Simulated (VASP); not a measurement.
CO: single point with PBE

The system is CO.

```
CELL_PARAMETERS angstrom
2.83407 -2.78543 -0.13006
2.83407 2.78543 -0.13006
-1.48392 0.00000 7.65345
ATOMIC_POSITIONS crystal
C 0.24362 0.24362 0.20504
C 0.75638 0.75638 0.79496
O 0.82974 0.82974 0.67142
O 0.17026 0.17026 0.32858
```

- Program: VASP 6.6.1
- Task: single point
- Functional: PBE
- Potentials or basis: VASP PAW PBE potentials, release 64 (C, O)
- Cutoff: 520 eV
- k mesh: 6 × 6 × 4
- Occupations: gaussian, width 0.02 eV
- Spin: no spin polarisation
- Dipole correction: no
- Further INCAR settings: ALGO = Normal; EDIFF = 1e-07; NBANDS = 18

| Property | Result |
| --- | --- |
| Pressure | 0.9 GPa |
| Largest force | 0.929 eV/Å |
| Band gap on the k mesh | 6.29 eV (least direct gap 6.30 eV) |

Forces in eV/Å, atoms in the order of the input:
```
C    0.491  0.000 -0.789
C   -0.491  0.000  0.789
O    0.491  0.000 -0.788
O   -0.491  0.000  0.788
```

Stress tensor (GPa, compression positive):
```
 0.77  0.00 -1.29
 0.00 -0.03  0.00
-1.29  0.00  1.87
```

Levels at points of the mesh, in eV from the valence-band top:
| k point | band 7 | band 8 | band 9 | band 10 | band 11 | band 12 | band 13 | band 14 |
| --- | --- | --- | --- | --- | --- | --- | --- | --- |
| (0.00, 0.00, 0.00) | -2.85 | -2.84 | -0.77 | -0.15 | 6.57 | 6.81 | 6.89 | 7.00 |
| (0.50, 0.00, 0.00) | -2.87 | -2.85 | -0.31 | -0.13 | 6.39 | 6.52 | 6.90 | 7.16 |
| (0.50, 0.50, 0.00) | -3.06 | -3.02 | -0.06 | 0.00 | 6.43 | 6.44 | 6.87 | 7.05 |
| (0.00, 0.00, 0.50) | -2.89 | -2.84 | -0.66 | -0.25 | 6.46 | 6.83 | 6.97 | 7.02 |
| (0.50, 0.00, 0.50) | -2.86 | -2.85 | -0.31 | -0.15 | 6.40 | 6.61 | 6.89 | 7.06 |
| (0.50, 0.50, 0.50) | -3.07 | -3.07 | -0.04 | -0.02 | 6.29 | 6.51 | 6.95 | 7.08 |

Run time: 110 s on 1 thread of Oxide Virtual Turin-like Processor (shared host), peak memory 0.22 GiB.

Caveat: this functional lacks dispersion, which holds the molecules together, so the pressure and a relaxed volume are unreliable; this functional lacks dispersion, which binds layers or chains, so the pressure and a relaxed spacing across them are unreliable. A k mesh can miss the band edges.
